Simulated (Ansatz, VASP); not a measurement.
In7CoSb8 in VASP and in Ansatz

INCAR

```
  PREC = Accurate
  ENCUT = 520
  EDIFF = 1E-7
  ISMEAR = 0
  SIGMA = 0.05
  LREAL = Auto
  LASPH = True
  NELM = 150
  ALGO = Normal
  ISIF = 2
  LWAVE = False
  LCHARG = True
  ISPIN = 2
  MAGMOM = 2.32 0 0 0 0 0 0 0 -0.01 -0.01 -0.01 0 -0.01 0 0 0
  LORBIT = 11
  LMAXMIX = 4
  LDAU = True
  LDAUTYPE = 2
  LDAUL = 2 -1 -1
  LDAUU = 4 0 0
  LDAUJ = 0 0 0
  LDAUPRINT = 1
  GGA = PS
  LELF = True
  LVHAR = True
  NBANDS = 88
```

File KPOINTS:

```
Automatic mesh
0
Gamma
  2 2 2
```

File POSCAR:

```
In7CoSb8
1.0
    0.0000000000      6.4782000000      6.4782000000
    6.4782000000      0.0000000000      6.4782000000
    6.4782000000      6.4782000000      0.0000000000
Co In Sb
1 7 8
Direct
    1.0000000000      0.0000000000      1.0000000000
    0.0041435421      0.0041435421      0.4958564579
    0.0041435421      0.4958564579      0.0041435421
    0.0041435421      0.4958564579      0.4958564579
    0.4958564579      0.0041435421      0.0041435421
    0.4958564579      0.0041435421      0.4958564579
    0.4958564579      0.4958564579      0.0041435421
    0.5000000000      0.5000000000      0.5000000000
    0.1174515371      0.1174515371      0.1174515371
    0.1174515371      0.1174515371      0.6476453887
    0.1174515371      0.6476453887      0.1174515371
    0.1230022386      0.6256659205      0.6256659205
    0.6476453887      0.1174515371      0.1174515371
    0.6256659205      0.1230022386      0.6256659205
    0.6256659205      0.6256659205      0.1230022386
    0.6256659205      0.6256659205      0.6256659205
```

Input for Ansatz:

```yaml
crystal:
  lattice:
    - [0.0, 6.4782, 6.4782]
    - [6.4782, 0.0, 6.4782]
    - [6.4782, 6.4782, 0.0]
  atoms:
    - { symbol: Co, position: [1.0, 0.0, 1.0], spin: 2.0 }
    - { symbol: In, position: [0.0041435421, 0.0041435421, 0.4958564579] }
    - { symbol: In, position: [0.0041435421, 0.4958564579, 0.0041435421] }
    - { symbol: In, position: [0.0041435421, 0.4958564579, 0.4958564579] }
    - { symbol: In, position: [0.4958564579, 0.0041435421, 0.0041435421] }
    - { symbol: In, position: [0.4958564579, 0.0041435421, 0.4958564579] }
    - { symbol: In, position: [0.4958564579, 0.4958564579, 0.0041435421] }
    - { symbol: In, position: [0.5, 0.5, 0.5] }
    - { symbol: Sb, position: [0.1174515371, 0.1174515371, 0.1174515371] }
    - { symbol: Sb, position: [0.1174515371, 0.1174515371, 0.6476453887] }
    - { symbol: Sb, position: [0.1174515371, 0.6476453887, 0.1174515371] }
    - { symbol: Sb, position: [0.1230022386, 0.6256659205, 0.6256659205] }
    - { symbol: Sb, position: [0.6476453887, 0.1174515371, 0.1174515371] }
    - { symbol: Sb, position: [0.6256659205, 0.1230022386, 0.6256659205] }
    - { symbol: Sb, position: [0.6256659205, 0.6256659205, 0.1230022386] }
    - { symbol: Sb, position: [0.6256659205, 0.6256659205, 0.6256659205] }
basis:
  ecutwfc: 420
  ecutrho_ratio: 4
kpoints:
  mp_grid: { grid: [2, 2, 2] }
hamiltonian:
  xc: pbesol
  hubbard: { sites: [{ site: 0, l: d, u_eff: 4.0 }] }
scf:
  occupations: { method: gaussian, width: 0.05 }
  lower_state_search: "off"
  max_iter: 150
output:
  forces: true
  stress: true
  eigenvalues: true
  populations: true
  hubbard: { sites: [{ site: 0, l: d }] }
magnetization:
  spin_polarized: true
  initial_magnetization: 2.0
  spin_locking: { lock_magnetization: soft, n_iters: 12 }
```

Alike in both runs: task single point; functional PBEsol; k mesh 2 × 2 × 2; occupations gaussian, width 0.05 eV; collinear spin; Hubbard terms Co d U = 4.0 eV.

```csv
,VASP,Ansatz
version,VASP 6.6.1,Ansatz 0.2.0
potentials or method,"VASP PAW PBE potentials, release 64 (Co, In_d, Sb), cutoff 520 eV","scalar-relativistic, plane waves, PAW"
valence electrons in the cell,140,228
```

|  | VASP | Ansatz | Ansatz less VASP |
| --- | --- | --- | --- |
| gap on the k mesh at the Fermi level (eV) | none | none | - |
| pressure (GPa) | -0.7 | -0.7 | -0.02 |
| rms of the force components (eV/Å) | 0.005 | 0.009 | +0.0033 |
| net moment per atom (μB) | 0.15 | 0.15 | 0.000 |
| size of the moment on the site where the two differ most (μB) | 2.37 | 2.32 | -0.052 |

VASP's potentials were made for PBE, not for PBEsol. Site moments also hang on the region over which each program counts them. The programs project onto different local orbitals, so the same U acts differently, and such runs can settle in different states. Atom by atom the forces differ by 0.004 eV/Å (rms over components). A gap of «none» marks a metal or a gap that the smearing closes. VASP's potentials hold 140 valence electrons a cell and Ansatz's 228, so a difference there can come from the potentials and not from the codes. Ansatz's warnings: filled band counts differ across k points, stress scf threshold loose.

The k mesh is coarse, so the values compare programs but aren't converged. Spin-orbit coupling is off throughout.
